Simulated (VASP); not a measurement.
Runs of VASP 6.6.1 on Cu. The structure is that of space group Fd-3m (No. 227), or close to it. The cells are those of the table. This isn't the form of Cu at room conditions, which is fcc.

```csv
task,cell,gap on the mesh (eV),pressure (GPa)
relaxation of cell and atoms,"relaxed from a = 3.514 Å, angles 60.0°, 2 atoms",none,-0.1
relaxation of cell and atoms,"relaxed to 20 GPa from a = 3.514 Å, angles 60.0°, 2 atoms",none,20.0
relaxation of cell and atoms,"relaxed to 30 GPa from a = 3.514 Å, angles 60.0°, 2 atoms",none,29.9
single point,"a = 3.412 Å, angles 60.0°, 2 atoms",none,30.2
relaxation of cell and atoms,"relaxed to 10 GPa from a = 3.514 Å, angles 60.0°, 2 atoms",none,10.0
single point,"a = 3.699 Å, angles 60.0°, 2 atoms",none,0.1
single point,"a = 3.477 Å, angles 60.0°, 2 atoms",none,(a)
single point,"a = 3.564 Å, angles 60.0°, 2 atoms",none,10.2
```

Alike in all rows: level PBEsol; potentials or basis VASP PAW PBE potentials, release 64 (Cu); no spin polarisation; k mesh 15 × 15 × 15; cutoff (eV) 600; smearing fermi-dirac 0.05 eV.

**Question.** Fill in the values left out.

**Answer.** (a) 20.2.

Caveats: the PAW data sets were made with another functional, which shifts forces and pressure a little; the cell is relaxed towards a set pressure, so the run minimises the enthalpy, not the energy (at least some runs); the cell stands under pressure (at least some runs).

A gap of «none» marks levels without a gap at the run's occupations.
